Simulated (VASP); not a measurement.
# ScHO2 (R-3m) in VASP: further runs, part 2 of 2

VASP 6.6.1. Earlier steps stand in the parts before.

## Step 5: Single point, PBEsol

This run uses another cell than the first one, of 10.66 Å³/atom, 1.095 times its volume.

Contents of INCAR:

```
SYSTEM = ScHO2
PREC = Accurate
ENCUT = 520
EDIFF = 1E-7
ISMEAR = 0
SIGMA = 0.01
LREAL = .False.
LASPH = .True.
NELM = 100
ALGO = Normal
ISIF = 2
LWAVE = .False.
LCHARG = .False.
GGA = PS
NBANDS = 20
```

Contents of KPOINTS:

```
Automatic mesh
0
Gamma
  8 8 8
  0 0 0
```

Contents of POSCAR:

```
ScHO2
1.0
    1.6378623475      0.9456201716      4.5905482586
   -1.6378623475      0.9456201716      4.5905482586
    0.0000000000     -1.8912403433      4.5905482586
Sc H O
1 1 2
Direct
    0.0000000000      0.0000000000      0.0000000000
    0.5000000000      0.5000000000      0.5000000000
    0.5897010000      0.5897010000      0.5897010000
    0.4102990000      0.4102990000      0.4102990000
```

Command:

```sh
cat potpaw_PBE.64/Sc_sv/POTCAR potpaw_PBE.64/H/POTCAR potpaw_PBE.64/O/POTCAR > POTCAR
mpirun -np 1 vasp_std > vasp.out
```

Run time: 2.2 min. Hardware: 1 thread of Intel Xeon Platinum 8375C at 2.90GHz (Ice Lake), shared host; peak memory 0.26 GiB.

Results (log left out):

```yaml
Free_energy: -30.7852 eV
Pressure: -10.1 GPa
Largest_force: 0.244 eV/Å
Band_gap_on_the_k_mesh: 3.82 eV, indirect (least direct gap 4.22 eV)
```

Forces on the atoms (eV/Å):
```
Sc   0.000  0.000  0.000
H    0.000  0.000  0.000
O    0.000  0.000  0.244
O    0.000  0.000 -0.244
```

Stress tensor (GPa, compression positive):
```
 -9.64   0.00   0.00
  0.00  -9.64   0.00
  0.00   0.00 -10.96
```

Levels at points of the mesh, in eV from the valence-band top:
```tsv
k point	band 10	band 11	band 12	band 13	band 14	band 15
(0.00, 0.00, 0.00)	-0.54	-0.54	-0.14	4.45	4.59	4.59
(0.50, 0.00, 0.00)	-1.25	-1.22	-0.80	4.16	5.30	5.67
(0.50, 0.50, 0.00)	-1.59	-1.25	-0.71	3.82	5.39	5.68
(0.50, 0.50, 0.50)	-2.41	-0.11	-0.11	4.62	4.62	5.36
```

Caveat: the PAW data sets were made with another functional, which shifts forces and pressure a little. A k mesh can miss the band edges.

## Step 6: Single point, PBEsol

This run uses another cell than the first one, of 10.97 Å³/atom, 1.126 times its volume.

Contents of INCAR:

```
SYSTEM = ScHO2
  PREC = Accurate
  ENCUT = 520
  EDIFF = 1E-7
  ISMEAR = 0
  SIGMA = 0.01
  LREAL = .FALSE.
  LASPH = .TRUE.
  NELM = 80
  ALGO = Normal
  ISIF = 2
  LWAVE = .FALSE.
  LCHARG = .FALSE.
  GGA = PS
  NBANDS = 20
```

Contents of KPOINTS:

```
Automatic mesh
0
G
  8 8 8
  0 0 0
```

Contents of POSCAR:

```
ScHO2
1.0
    1.6534619754      0.9546266201      4.6342703972
   -1.6534619754      0.9546266201      4.6342703972
    0.0000000000     -1.9092532402      4.6342703972
Sc H O
1 1 2
Direct
    0.0000000000      0.0000000000      0.0000000000
    0.5000000000      0.5000000000      0.5000000000
    0.5897010000      0.5897010000      0.5897010000
    0.4102990000      0.4102990000      0.4102990000
```

Potentials or basis: VASP PAW PBE potentials, release 64 (Sc_sv, H, O).

Command:

```sh
cat potpaw_PBE.64/Sc_sv/POTCAR potpaw_PBE.64/H/POTCAR potpaw_PBE.64/O/POTCAR > POTCAR
mpirun -np 1 vasp_std > vasp.out
```

OUTCAR:

```text
SYSTEM = ScHO2
   PREC = Accurate
   ENCUT = 520
   EDIFF = 1E-7
   ISMEAR = 0
   LREAL = .FALSE.
   LASPH = .TRUE.
   NELM = 80
   ISIF = 2
   GGA = PS

 ion  position               nearest neighbor table
   1  0.000  0.000  0.000-   3 2.19   4 2.19   3 2.19   3 2.19   4 2.19   4 2.19
   2  0.500  0.500  0.500-   3 1.25   4 1.25
   3  0.590  0.590  0.590-   2 1.25   1 2.19   1 2.19   1 2.19
   4  0.410  0.410  0.410-   2 1.25   1 2.19   1 2.19   1 2.19

  LATTYP: Found a trigonal (rhomboedric) cell.
 ALAT       =     5.0121562827
 COS(alpha) =     0.7823447179

  Lattice vectors:

 A1 = (   1.6534619754,   0.9546266201,   4.6342703972)
 A2 = (  -1.6534619754,   0.9546266201,   4.6342703972)
 A3 = (   0.0000000000,  -1.9092532402,   4.6342703972)

Analysis of symmetry for initial positions (statically):
=====================================================================
 Subroutine PRICEL returns:
 Original cell was already a primitive cell.

 Routine SETGRP: Setting up the symmetry group for a
 trigonal (rhombohedral) supercell.

 Subroutine GETGRP returns: Found 12 space group operations
 (whereof 12 operations were pure point group operations)
 out of a pool of 12 trial point group operations.

The static configuration has the point symmetry D_3d.

Analysis of symmetry for dynamics (positions and initial velocities):
=====================================================================
 Subroutine PRICEL returns:
 Original cell was already a primitive cell.

 Routine SETGRP: Setting up the symmetry group for a
 trigonal (rhombohedral) supercell.

 Subroutine GETGRP returns: Found 12 space group operations
 (whereof 12 operations were pure point group operations)
 out of a pool of 12 trial point group operations.

The dynamic configuration has the point symmetry D_3d.

 Subroutine INISYM returns: Found 12 space group operations
 (whereof 12 operations are pure point group operations),
 and found     1 'primitive' translations
[... 112 lines left out ...]
   EMIN   =  10.00;   EMAX   =-10.00  energy-range for DOS
   EFERMI =   0.00;   METHOD = LEGACY
   ISMEAR =     0;   SIGMA  =   0.01  broadening in eV -4-tet -1-fermi 0-gaus
   EFERMI_NEDOS =   21; number of points for ismear=-14 and -15
   IALGO  =     38    algorithm
   IMIX   =      4    mixing-type and parameters
     AMIX     =   0.40;   BMIX     =  1.00
     AMIX_MAG =   1.60;   BMIX_MAG =  1.00
  volume/ion in A,a.u.               =      10.97        74.05
  Fermi-wavevector in a.u.,A,eV,Ry     =   1.338726  2.529826 24.384199  1.792188
  Thomas-Fermi vector in A             =   2.467174
   LORBIT       =      0    0 simple, 1 ext, 2 COOP (PROOUT), +10 PAW based schemes
   GGA     = PS    functional components
   LHFCALC =     F    Hartree Fock is set to
   AEXX    =    0.0000 exact exchange contribution
   IVDW    =     0    specifies the selected vdW correction
   LEPSILON=     F    determine dielectric tensor
   LRPA    =     F    only Hartree local field effects (RPA)
 non-spin polarized calculation
 Gauss-broadening in eV      SIGMA  =   0.01
  energy-cutoff  :      520.00
  volume of cell :       43.89
 maximum number of plane-waves:      1199
 NGX is ok and might be reduce to    40
   NGX = 19   NGY = 19   NGZ = 19

 number of electron      23.9999998 magnetization

 Free energy of the ion-electron system (eV)
  ---------------------------------------------------
  ext. energy  EPLUGINS =         0.00000000
  ---------------------------------------------------
  free energy    TOTEN  =       -30.69650209 eV

  energy without entropy =      -30.69650209  energy(sigma->0) =      -30.69650209

 E-fermi :   0.9101     XC(G=0): -10.0621

 val. band max:        0.8216793286   @ k =  -0.1250   0.1250   0.0000
 cond. band min:       4.5765852742   @ k =   0.5000   0.5000  -0.0000
 fundamental gap:      3.7549059457
 Fermi energy:         0.9100940294

 k-point     1 :       0.0000    0.0000    0.0000
  band No.  band energies     occupation
      1     -46.6690      2.00000
      2     -25.4743      2.00000
      3     -25.1924      2.00000
      4     -25.1924      2.00000
      5     -16.3849      2.00000
      6     -14.4366      2.00000
[... 541 lines left out ...]
     19      12.0780      0.00000
     20      14.6616      0.00000

 [... further k-points ...]
[... 5 lines left out ...]
  --------------------------------------------------------------------------------------
  -------------------------------------------------------------------------------------
  Total       -3.4835349     -3.4835342     -4.0663178      0.0000000     -0.0000000     -0.0000000
  in kB     -127.1658130   -127.1657873   -148.4401993      0.0000000     -0.0000000     -0.0000000
  external PRESSURE =    -134.2572665 kB  Pullay stress =       0.0000000 kB

 VOLUME and BASIS-vectors are now :
 -----------------------------------------------------------------------------
  energy-cutoff  :      520.00
  volume of cell :       43.89
      direct lattice vectors                 reciprocal lattice vectors
     1.653461975  0.954626620  4.634270397     0.302395826  0.174588329  0.071927899
    -1.653461975  0.954626620  4.634270397    -0.302395826  0.174588329  0.071927899
     0.000000000 -1.909253240  4.634270397     0.000000000 -0.349176659  0.071927899

 POSITION                                       TOTAL-FORCE (eV/Angst)
 -----------------------------------------------------------------------------------
      0.00000      0.00000      0.00000         0.000000     -0.000000      0.000000
      0.00000      0.00000      6.95141        -0.000000      0.000000      0.000000
      0.00000      0.00000      8.19850        -0.000000     -0.000000      0.276375
      0.00000      0.00000      5.70431        -0.000000     -0.000000     -0.276375
 -----------------------------------------------------------------------------------
    total drift:                               -0.000000      0.000000     -0.000000

  FREE ENERGIE OF THE ION-ELECTRON SYSTEM (eV)
  ---------------------------------------------------
  free  energy   TOTEN  =       -30.6965020892 eV

  energy  without entropy=      -30.6965020892  energy(sigma->0) =      -30.69650209
```

OSZICAR:

```text
N       E                     dE             d eps       ncg     rms          rms(c)
DAV:   1     0.247888139727E+03    0.24789E+03   -0.11692E+04  2608   0.126E+03
DAV:   2    -0.118004324212E+02   -0.25969E+03   -0.24957E+03  2876   0.386E+02
DAV:   3    -0.355727683459E+02   -0.23772E+02   -0.23157E+02  3508   0.120E+02
DAV:   4    -0.363359081099E+02   -0.76314E+00   -0.76134E+00  3612   0.216E+01
DAV:   5    -0.363497801930E+02   -0.13872E-01   -0.13866E-01  3244   0.273E+00    0.148E+01
DAV:   6    -0.309035823655E+02    0.54462E+01   -0.20186E+01  4176   0.468E+01    0.607E+00
DAV:   7    -0.307654612022E+02    0.13812E+00   -0.98653E-01  3232   0.758E+00    0.364E+00
DAV:   8    -0.307119406127E+02    0.53521E-01   -0.41849E-01  4080   0.772E+00    0.120E+00
DAV:   9    -0.306979457735E+02    0.13995E-01   -0.23234E-02  4060   0.195E+00    0.437E-01
DAV:  10    -0.306962570543E+02    0.16887E-02   -0.15404E-02  4072   0.125E+00    0.896E-02
DAV:  11    -0.306964065475E+02   -0.14949E-03   -0.72292E-04  3784   0.253E-01    0.450E-02
DAV:  12    -0.306965200973E+02   -0.11355E-03   -0.39420E-04  3696   0.254E-01    0.357E-02
DAV:  13    -0.306965010081E+02    0.19089E-04   -0.73289E-05  3772   0.110E-01    0.502E-03
DAV:  14    -0.306965017740E+02   -0.76594E-06   -0.24519E-06  3432   0.131E-02    0.120E-03
DAV:  15    -0.306965020806E+02   -0.30660E-06   -0.51239E-07  2972   0.451E-03    0.138E-03
DAV:  16    -0.306965020892E+02   -0.85747E-08   -0.12007E-07  2216   0.292E-03
   1 F= -.30696502E+02 E0= -.30696502E+02  d E =-.742702E-38
```

stdout:

```text
POSCAR found type information on POSCAR ScH O
 POSCAR found :  3 types and       4 ions
 scaLAPACK will be used
 -----------------------------------------------------------------------------
|                                                                             |
|                                                                             |
|     You enforced a specific xc type in the INCAR file but a different       |
|     I HOPE YOU KNOW WHAT YOU ARE DOING!                                     |
|                                                                             |
 -----------------------------------------------------------------------------

 LDA part: xc-table for (Slater+PW92), standard interpolation
 POSCAR, INCAR and KPOINTS ok, starting setup
 FFT: planning ... GRIDC
 FFT: planning ... GRID_SOFT
 FFT: planning ... GRID
 WAVECAR not read
 entering main loop
```

Wall time 2.5 min (1 thread of Intel Xeon Platinum 8375C at 2.90GHz (Ice Lake), shared host); peak memory 0.26 GiB.

Results:

- Free energy: -30.6965 eV
- Pressure: -13.4 GPa
- Largest force: 0.276 eV/Å
- Band gap on the k mesh: 3.75 eV, indirect (least direct gap 4.13 eV)

Forces in eV/Å, atoms in the order of the input:
```
Sc   0.000  0.000  0.000
H    0.000  0.000  0.000
O    0.000  0.000  0.276
O    0.000  0.000 -0.276
```

Stress tensor (GPa, compression positive):
```
-12.72   0.00   0.00
  0.00 -12.72   0.00
  0.00   0.00 -14.84
```

Levels at points of the mesh, in eV from the valence-band top:
```tsv
k point	band 9	band 10	band 11	band 12	band 13	band 14	band 15	band 16
(0.00, 0.00, 0.00)	-2.07	-0.52	-0.52	-0.14	4.36	4.49	4.49	5.52
(0.50, 0.00, 0.00)	-1.90	-1.22	-1.18	-0.79	4.08	5.16	5.51	6.97
(0.50, 0.50, 0.00)	-2.34	-1.52	-1.22	-0.70	3.75	5.25	5.52	6.50
(0.50, 0.50, 0.50)	-2.32	-2.32	-0.11	-0.11	4.52	4.52	5.21	6.85
```

Caveat: the PAW data sets were made with another functional, which shifts forces and pressure a little. A k mesh can miss the band edges.

## Step 7: Overview

| cell | gap on the mesh (eV) | pressure (GPa) | largest force (eV/Å) |
| --- | --- | --- | --- |
| a = 4.817 Å, angles 38.5°, 4 atoms | 4.02 | 3.8 | 0.09 |
| a = 4.867 Å, angles 38.5°, 4 atoms | 3.95 | -1.5 | 0.15 |
| a = 4.917 Å, angles 38.5°, 4 atoms | 3.89 | -6.2 | 0.20 |
| a = 4.965 Å, angles 38.5°, 4 atoms | 3.82 | -10.1 | 0.24 |
| a = 5.012 Å, angles 38.5°, 4 atoms | 3.75 | -13.4 | 0.28 |

Alike in all rows: task single point; level PBEsol; potentials or basis VASP PAW PBE potentials, release 64 (Sc_sv, H, O); no spin polarisation; k mesh 8 × 8 × 8; cutoff (eV) 520; smearing gaussian 0.01 eV.

Caveats: the PAW data sets were made with another functional, which shifts forces and pressure a little.

Total energies depend on the potentials used, so only differences within one code and one set of settings carry meaning.
